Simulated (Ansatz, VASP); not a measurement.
One calculation of Ge, two programs

File INCAR:

```
SYSTEM = Ge
  ALGO = Normal
  EDIFF = 1E-7
  EDIFFG = -0.01
  ENCUT = 500
  GGA = PE
  GGA_COMPAT = .FALSE.
  IBRION = 2
  ISIF = 3
  ISMEAR = 0
  KPAR = 4
  LASPH = .TRUE.
  LCHARG = .FALSE.
  LREAL = .FALSE.
  LWAVE = .FALSE.
  NELM = 120
  NELMIN = 4
  NSW = 100
  PREC = Accurate
  SIGMA = 0.02
```

File KPOINTS:

```
k-points
0
G
  6 6 8
  0 0 0
```

POSCAR

```
Ge
1.0
    2.7255115724     -6.7543710491      0.0000000000
    2.7255115724      6.7543710491      0.0000000000
   -1.0506534893      0.0000000000      3.9273267293
Ge
6
Direct
    0.1904700600      0.5326453409      0.9550955890
    0.8095299400      0.4673546591      0.0449044110
    0.5326453409      0.1904700600      0.4550955890
    0.4673546591      0.8095299400      0.5449044110
    0.9469638414      0.0530361586      0.7500000000
    0.0530361586      0.9469638414      0.2500000000
```

Input for Ansatz:

```yaml
crystal:
  lattice:
    - [2.7255115724, -6.7543710491, 0.0]
    - [2.7255115724, 6.7543710491, 0.0]
    - [-1.0506534893, 0.0, 3.9273267293]
  atoms:
    - { symbol: Ge, position: [0.19047006, 0.5326453409, 0.955095589] }
    - { symbol: Ge, position: [0.80952994, 0.4673546591, 0.044904411] }
    - { symbol: Ge, position: [0.5326453409, 0.19047006, 0.455095589] }
    - { symbol: Ge, position: [0.4673546591, 0.80952994, 0.544904411] }
    - { symbol: Ge, position: [0.9469638414, 0.0530361586, 0.75] }
    - { symbol: Ge, position: [0.0530361586, 0.9469638414, 0.25] }
basis:
  ecutwfc: 420
kpoints:
  mp_grid: { grid: [6, 6, 8] }
hamiltonian:
  xc: pbe
scf:
  occupations: { method: gaussian, width: 0.02 }
output:
  forces: true
  stress: true
  eigenvalues: true
relax:
  adjacent_minimum: "off"
  f_tol: 0.01
  max_steps: 80
  cell: { stress_tol: 0.05 }
```

Alike in both runs: task relaxation of cell and atoms; functional PBE; k mesh 6 × 6 × 8; occupations gaussian, width 0.02 eV; no spin polarisation.

```csv
,VASP,Ansatz
version,VASP 6.6.1,Ansatz 0.2.0
potentials or method,"VASP PAW PBE potentials, release 64 (Ge_d), cutoff 500 eV","scalar-relativistic, plane waves, PAW"
valence electrons in the cell,84,84
```

```csv
,VASP,Ansatz,Ansatz less VASP
"gap on the k mesh at the Fermi level, each at its own relaxed structure (eV)",0.48,0.47,-0.008
relaxed volume (Å³/atom),24.05,24.07,+0.026
relaxed length of the cell vector where the two differ most in proportion (Å),7.304,7.307,+0.0036
```
